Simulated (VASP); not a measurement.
Write the native input for VASP 6.6.1 that does the following.

| Item | Value |
| --- | --- |
| Task | single point |
| Functional | PBE |
| Potentials or basis | VASP PAW PBE potentials, release 64 (Cd, Te) |
| Cutoff | 520 eV |
| k mesh | 6 × 6 × 6 |
| Occupations | fermi-dirac, width 0.02 eV |
| Spin | no spin polarisation |
| Dipole correction | no |
| Further INCAR settings | ALGO = Normal; EDIFF = 1e-07; NBANDS = 16 |

The structure of CdTe lies in POSCAR:

```
CdTe
1.0
    0.0000000000      3.2799551161      3.2799551161
    3.2799551161      0.0000000000      3.2799551161
    3.2799551161      3.2799551161      0.0000000000
Cd Te
1 1
Direct
    0.0000000000      0.0000000000      0.0000000000
    0.2500000000      0.2500000000      0.2500000000
```

The input as run:

INCAR

```
SYSTEM = CdTe
  ALGO = Normal
  EDIFF = 1E-7
  ENCUT = 520
  GGA = PE
  ISIF = 2
  ISMEAR = -1
  LASPH = .True.
  LCHARG = .False.
  LREAL = .False.
  LWAVE = .False.
  NBANDS = 16
  NELM = 80
  PREC = Accurate
  SIGMA = 0.02
```

KPOINTS

```
k-points
0
Gamma
  6 6 6
  0 0 0
```

Potentials or basis: VASP PAW PBE potentials, release 64 (Cd, Te).

The run is started by

```sh
$ cat potpaw_PBE.64/Cd/POTCAR potpaw_PBE.64/Te/POTCAR > POTCAR
$ mpirun -np 1 vasp_std > vasp.out
```

It gave:

The pressure is 1.1 GPa and the band gap on the k mesh is 0.66 eV, direct.

Caveat: spin-orbit coupling is left out, which moves the levels of the heavy elements.

Wall time 8.8 s on 1 thread of Intel(R) Xeon(R) 6975P-C (Granite Rapids) (shared host), peak memory 0.21 GiB.
